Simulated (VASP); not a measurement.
A run of VASP 6.6.1 is set up as follows.

The input INCAR:

```
PREC = Accurate
ENCUT = 520
EDIFF = 1E-7
ISMEAR = 0
SIGMA = 0.01
LREAL = False
LASPH = True
NELM = 100
ALGO = Normal
ISIF = 2
LWAVE = False
LCHARG = True
GGA = PE
LELF = True
LVHAR = True
NBANDS = 26
```

Contents of KPOINTS:

```
regular mesh
0
Gamma
  12 12 4
```

The input POSCAR:

```
ZnO
1.0
    3.3130361008      0.0000000000      0.0000000000
   -1.6565180504      2.8691731489      0.0000000000
    0.0000000000      0.0000000000      5.3078076462
Zn O
2 2
Direct
    0.3333333333      0.6666666667      0.5000000000
    0.6666666667      0.3333333333      0.0000000000
    0.6666666667      0.3333333333      0.3790100000
    0.3333333333      0.6666666667      0.8790100000
```

Potentials or basis: VASP PAW PBE potentials, release 64 (Zn, O).

Run with:

```console
$ cat potpaw_PBE.64/Zn/POTCAR potpaw_PBE.64/O/POTCAR > POTCAR
$ mpirun -np 1 vasp_std > vasp.out
```

Q: Estimate the band gap on the k mesh.

A: 0.70 eV.

Q: Predict the largest force.

A: 0.054 eV/Å.

Q: Predict the pressure.

A: -2.0 GPa.

Stress tensor (GPa, compression positive):
```
-2.50  0.00  0.00
 0.00 -2.50  0.00
 0.00  0.00 -1.02
```
